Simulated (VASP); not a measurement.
Set up this calculation in VASP 6.6.1, as the native input.

* Task: single point
* Functional: r2SCAN
* Dispersion: D4
* Potentials or basis: VASP PAW PBE potentials, release 64 (Ca_sv, O_h)
* Cutoff: 1480 eV
* k mesh: 6 × 6 × 6
* Occupations: gaussian, width 0.01 eV
* Spin: no spin polarisation
* Dipole correction: no
* Further INCAR settings: ALGO = Normal; EDIFF = 1e-06; NBANDS = 15

Crystal: CaO.

```xyz
2
Lattice="0.0000 2.3976 2.3976 2.3976 0.0000 2.3976 2.3976 2.3976 0.0000" Properties=species:S:1:pos:R:3 pbc="T T T"
Ca    0.0000    0.0000    0.0000
O     2.3976    2.3976    2.3976
```

These files were run (other wordings do the same):

POSCAR

```
CaO
1.0
    0.0000000000      2.3975501188      2.3975501188
    2.3975501188      0.0000000000      2.3975501188
    2.3975501188      2.3975501188      0.0000000000
Ca O
1 1
Direct
    0.0000000000      0.0000000000      0.0000000000
    0.5000000000      0.5000000000      0.5000000000
```

INCAR.step1

```
SYSTEM = CaO
ALGO = Normal
EDIFF = 1E-5
ENCUT = 1480
GGA = PE
GGA_COMPAT = .False.
ISMEAR = 0
LASPH = .True.
LCHARG = .False.
LREAL = .False.
LWAVE = .True.
NBANDS = 15
NELM = 120
PREC = Accurate
SIGMA = 0.01
```

INCAR.step2

```
SYSTEM = CaO
ALGO = Normal
EDIFF = 1E-6
ENCUT = 1480
GGA_COMPAT = .False.
ISIF = 2
ISMEAR = 0
ISTART = 1
IVDW = 13
LASPH = .True.
LCHARG = .False.
LMIXTAU = .True.
LREAL = .False.
LWAVE = .False.
METAGGA = R2SCAN
NBANDS = 15
NELM = 120
PREC = Accurate
SIGMA = 0.01
VDW_A1 = 0.51559235
VDW_A2 = 5.77342911
VDW_S6 = 1.0
VDW_S8 = 0.6018749
```

KPOINTS

```
k-points
0
Gamma
  6 6 6
  0 0 0
```

Potentials or basis: VASP PAW PBE potentials, release 64 (Ca_sv, O_h).

Run with:

```sh
$ cat potpaw_PBE.64/Ca_sv/POTCAR potpaw_PBE.64/O_h/POTCAR > POTCAR
$ cp INCAR.step1 INCAR
$ mpirun -np 1 vasp_std > vasp.out
$ cp INCAR.step2 INCAR
$ mpirun -np 1 vasp_std > vasp.out
```

It gave:

The pressure is 0.2 GPa. The band gap on the k mesh is 4.19 eV (least direct gap 4.56 eV) and the dispersion energy per atom is -0.062 eV.

Caveat: the PAW data sets were made with another functional, which shifts forces and pressure a little.

Wall time 120 s on 1 thread of AMD EPYC 9R45 96-Core Processor (Zen 5), with other jobs on the host, peak memory 0.36 GiB.
